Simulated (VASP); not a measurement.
# Mg3SO3 in VASP: notebook, part 2 of 2

VASP 6.6.1. Earlier steps stand in the parts before.

## (3) Single point, PBE, collinear spin

Contents of INCAR:

```
SYSTEM = Mg3SO3
ALGO     = Normal         ! electronic algorithm
DIPOL    = 0.5 0.5 0.346
EDIFF    = 1E-6           ! SCF threshold, eV
ENCUT    = 520            ! plane-wave cutoff, eV
GGA      = PE             ! functional
IDIPOL   = 3            
ISIF     = 2              ! what is computed and relaxed
ISMEAR   = 0              ! smearing method
ISPIN    = 2              ! spin polarisation
LASPH    = .TRUE.         ! aspherical terms in the spheres
LCHARG   = .FALSE.        ! write CHGCAR
LDIPOL   = .TRUE.       
LORBIT   = 11             ! projections on sites
LREAL    = .FALSE.        ! projectors in reciprocal space
LWAVE    = .FALSE.        ! write WAVECAR
MAGMOM   = 0 0 0 0 0 0 2  ! initial moments
NBANDS   = 28             ! bands
NELM     = 150            ! most SCF steps
PREC     = Accurate       ! precision mode
SIGMA    = 0.05           ! smearing width, eV
```

Contents of KPOINTS:

```
k-points
0
G
  9 9 1
  0 0 0
```

Contents of POSCAR:

```
Mg3SO3
1.0
    3.0085896345      0.0000000000      0.0000000000
    0.0000000000      3.0085896345      0.0000000000
    0.0000000000      0.0000000000     19.7799623498
Mg O S
3 3 1
Direct
    0.5000000000      0.5000000000      0.2022248541
    0.0000000000      0.0000000000      0.3100331121
    0.5000000000      0.5000000000      0.4161289127
    0.0000000000      0.0000000000      0.2022248541
    0.5000000000      0.5000000000      0.3095409237
    0.0000000000      0.0000000000      0.4186035445
    0.5000000000      0.5000000000      0.5604436942
```

Potentials or basis: VASP PAW PBE potentials, release 64 (Mg, O, S).

Launch:

```sh
$ cat potpaw_PBE.64/Mg/POTCAR potpaw_PBE.64/O/POTCAR potpaw_PBE.64/S/POTCAR > POTCAR
$ mpirun -np 1 vasp_std > vasp.out
```

OUTCAR:

```text
SYSTEM = Mg3SO3
   EDIFF = 1E-6
   ENCUT = 520
   GGA = PE
   ISIF = 2
   ISMEAR = 0
   ISPIN = 2
   LASPH = .TRUE.
   LORBIT = 11
   LREAL = .FALSE.
   NELM = 150
   PREC = Accurate

 ion  position               nearest neighbor table
   1  0.500  0.500  0.202-   5 2.12   4 2.13   4 2.13   4 2.13   4 2.13   2 3.01   2 3.01   2 3.01
                             2 3.01
   2  0.000  0.000  0.310-   5 2.13   5 2.13   5 2.13   5 2.13   4 2.13   6 2.15   3 2.99   3 2.99
                             3 2.99   3 2.99   1 3.01   1 3.01   1 3.01   1 3.01
   3  0.500  0.500  0.416-   5 2.11   6 2.13   6 2.13   6 2.13   6 2.13   7 2.85   2 2.99   2 2.99
                             2 2.99   2 2.99
   4  0.000  0.000  0.202-   1 2.13   1 2.13   1 2.13   1 2.13   2 2.13
   5  0.500  0.500  0.310-   3 2.11   1 2.12   2 2.13   2 2.13   2 2.13   2 2.13
   6  0.000  0.000  0.419-   3 2.13   3 2.13   3 2.13   3 2.13   2 2.15
   7  0.500  0.500  0.560-   3 2.85

  LATTYP: Found a simple tetragonal cell.
 ALAT       =     3.0085896345
 C/A-ratio  =     6.5744966090

  Lattice vectors:

 A1 = (   3.0085896345,   0.0000000000,   0.0000000000)
 A2 = (   0.0000000000,   3.0085896345,   0.0000000000)
 A3 = (   0.0000000000,   0.0000000000,  19.7799623498)

Analysis of symmetry for initial positions (statically):
=====================================================================
 Subroutine PRICEL returns:
 Original cell was already a primitive cell.

 Routine SETGRP: Setting up the symmetry group for a
 simple tetragonal supercell.

 Subroutine GETGRP returns: Found  8 space group operations
 (whereof  8 operations were pure point group operations)
 out of a pool of 16 trial point group operations.

The static configuration has the point symmetry C_4v.

Analysis of symmetry for dynamics (positions and initial velocities):
=====================================================================
 Subroutine PRICEL returns:
 Original cell was already a primitive cell.

[... 635 lines left out ...]

 k-point     1 :       0.0000    0.0000    0.0000
  band No.  band energies     occupation
      1     -18.7760      1.00000
      2     -17.9775      1.00000
      3     -17.4143      1.00000
      4     -13.7340      1.00000
      5      -5.2976      1.00000
      6      -4.1044      1.00000
[... 439 lines left out ...]
     26       9.1230      0.00000
     27       9.7406      0.00000
 [bands above 27 left out]

------------------------ aborting loop because EDIFF is reached ----------------------------------------

 vacuum level on the upper side and lower side of the slab       (xc-potential included)         1.216        -1.220

  FORCE on cell =-STRESS in cart. coord.  units (eV):
  Direction    XX          YY          ZZ          XY          YZ          ZX
  --------------------------------------------------------------------------------------
  -------------------------------------------------------------------------------------
  Total       -6.6118764     -6.6118764     -0.1121992      0.0000000      0.0000000     -0.0000000
  in kB      -59.1675984    -59.1675984     -1.0040353      0.0000000      0.0000000     -0.0000000
  external PRESSURE =     -39.7797440 kB  Pullay stress =       0.0000000 kB

 VOLUME and BASIS-vectors are now :
 -----------------------------------------------------------------------------
  energy-cutoff  :      520.00
  volume of cell :      179.04
      direct lattice vectors                 reciprocal lattice vectors
     3.008589634  0.000000000  0.000000000     0.332381654  0.000000000  0.000000000
     0.000000000  3.008589634  0.000000000     0.000000000  0.332381654  0.000000000
     0.000000000  0.000000000 19.779962350     0.000000000  0.000000000  0.050556214

 POSITION                                       TOTAL-FORCE (eV/Angst)
 -----------------------------------------------------------------------------------
      1.50429      1.50429      4.00000        -0.000000      0.000000      0.453871
      0.00000      0.00000      6.13244        -0.000000      0.000000      0.066270
      1.50429      1.50429      8.23101         0.000000      0.000000      0.821306
      0.00000      0.00000      4.00000        -0.000000      0.000000     -0.437481
      1.50429      1.50429      6.12271        -0.000000      0.000000     -0.104046
      0.00000      0.00000      8.27996        -0.000000      0.000000     -0.793068
      1.50429      1.50429     11.08556        -0.000000     -0.000000     -0.006853
 -----------------------------------------------------------------------------------
    total drift:                                0.000000      0.000000     -0.000229

  FREE ENERGIE OF THE ION-ELECTRON SYSTEM (eV)
  ---------------------------------------------------
  free  energy   TOTEN  =       -37.2086478512 eV

  energy  without entropy=      -37.2050759232  energy(sigma->0) =      -37.20686189

 vacuum level on the upper side and lower side of the slab         5.243         2.743

 total charge

# of ion       s       p       d       tot
------------------------------------------
    1        0.141   0.150   0.061   0.352
    2        0.147   0.171   0.073   0.391
    3        0.139   0.154   0.064   0.357
    4        1.543   3.491   0.000   5.034
    5        1.544   3.539   0.000   5.083
    6        1.548   3.474   0.000   5.023
    7        1.408   2.041   0.000   3.449
--------------------------------------------------
tot          6.470  13.020   0.199  19.689

 magnetization (x)

# of ion       s       p       d       tot
------------------------------------------
    1       -0.000   0.000   0.000   0.000
    2       -0.000   0.001   0.001   0.001
    3       -0.000  -0.000   0.000  -0.000
    4       -0.000   0.003   0.000   0.003
    5        0.000   0.018   0.000   0.018
    6        0.002   0.088   0.000   0.090
    7        0.007   0.209   0.000   0.216
--------------------------------------------------
tot          0.008   0.319   0.001   0.328
```

stdout:

```text
POSCAR found type information on POSCAR MgO S
 POSCAR found :  3 types and       7 ions
 scaLAPACK will be used
 LDA part: xc-table for (Slater+PW92), standard interpolation
 POSCAR, INCAR and KPOINTS ok, starting setup
 FFT: planning ... GRIDC
 FFT: planning ... GRID_SOFT
 FFT: planning ... GRID
 WAVECAR not read
 entering main loop
```

It took 1.9 min on 1 thread of Intel Xeon 6975P-C (Granite Rapids), shared host; peak memory 0.39 GiB.

Results:

```
Free energy                                           : -37.2086 eV
Largest force                                         : 0.821 eV/Å
Net moment                                            : 0.48 μB per cell
Site moments                                          : Mg +0.00, -0.00 (each value once); O +0.00, +0.02, +0.09; S +0.22 μB
Valence electrons inside the program's atomic spheres : Mg 0.35, 0.39, 0.36; O 5.03, 5.08, 5.02; S 3.45
```

Forces on the atoms (eV/Å):
```
Mg   0.000  0.000  0.454
Mg   0.000  0.000  0.066
Mg   0.000  0.000  0.821
O    0.000  0.000 -0.437
O    0.000  0.000 -0.104
O    0.000  0.000 -0.793
S    0.000  0.000 -0.007
```

Caveat: a moment this small can come from the mesh or the smearing.
